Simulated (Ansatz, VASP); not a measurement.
**Pt in VASP and in Ansatz**

The input POSCAR:

```
Pt
1.0
    0.0000000000      1.9799609330      1.9799609330
    1.9701103811      0.0098505519      1.9701103811
    1.9701103811      1.9701103811      0.0098505519
Pt
1
Direct
    0.0000000000      0.0000000000      0.0000000000
```

INCAR.step1

```
  PREC = Accurate
  ENCUT = 550
  ISMEAR = 0
  SIGMA = 0.15
  LREAL = F
  LASPH = T
  NELM = 120
  NBANDS = 11
  GGA = PE
  ALGO = Normal
  EDIFF = 1E-5
  LWAVE = T
  LCHARG = F
  GGA_COMPAT = F
```

Contents of INCAR.step2:

```
  PREC = Accurate
  ENCUT = 550
  EDIFF = 1E-6
  ISMEAR = 0
  SIGMA = 0.15
  LREAL = F
  LASPH = T
  NELM = 120
  ALGO = Normal
  ISIF = 2
  LWAVE = F
  LCHARG = F
  METAGGA = R2SCAN
  LMIXTAU = T
  NBANDS = 11
  ISTART = 1
  GGA_COMPAT = F
```

KPOINTS

```
Automatic mesh
0
Gamma
  26 26 26
```

Input for Ansatz:

```yaml
crystal:
  lattice:
    - [0.0, 1.979960933, 1.979960933]
    - [1.9701103811, 0.0098505519, 1.9701103811]
    - [1.9701103811, 1.9701103811, 0.0098505519]
  atoms:
    - { symbol: Pt, position: [0.0, 0.0, 0.0] }
basis:
  ecutwfc: 500
kpoints:
  mp_grid: { grid: [26, 26, 26] }
hamiltonian:
  xc: r2scan
scf:
  occupations: { method: gaussian, width: 0.15 }
output:
  forces: true
  stress: true
  eigenvalues: true
```

Change from the starting cell: strain +0.0100 x Voigt [0, 0, 0, 1, 0, 0], atoms carried along.

Alike in both runs: task single point; functional r2SCAN; k mesh 26 × 26 × 26; occupations gaussian, width 0.15 eV; no spin polarisation.

|  | VASP | Ansatz |
| --- | --- | --- |
| version | VASP 6.6.1 | Ansatz 0.2.0 |
| potentials or method | VASP PAW PBE potentials, release 64 (Pt), cutoff 550 eV | scalar-relativistic, plane waves, PAW |
| valence electrons in the cell | 10 | 18 |

Ansatz gave:

```
gap on the k mesh at the Fermi level (eV)                     : none
pressure (GPa)                                                : 0.1
traceless stress, the component that is largest in VASP (GPa) : -0.60
```

Problem. Estimate VASP's values.

Solution. gap on the k mesh at the Fermi level (eV): none; pressure (GPa): 0.8; traceless stress, the component that is largest in VASP (GPa): -0.63.

VASP's potentials were made for PBE, not for r2SCAN. A gap of «none» marks a metal or a gap that the smearing closes. VASP's potentials hold 10 valence electrons a cell and Ansatz's 18, so a difference there can come from the potentials and not from the codes.

Spin-orbit coupling is off throughout.
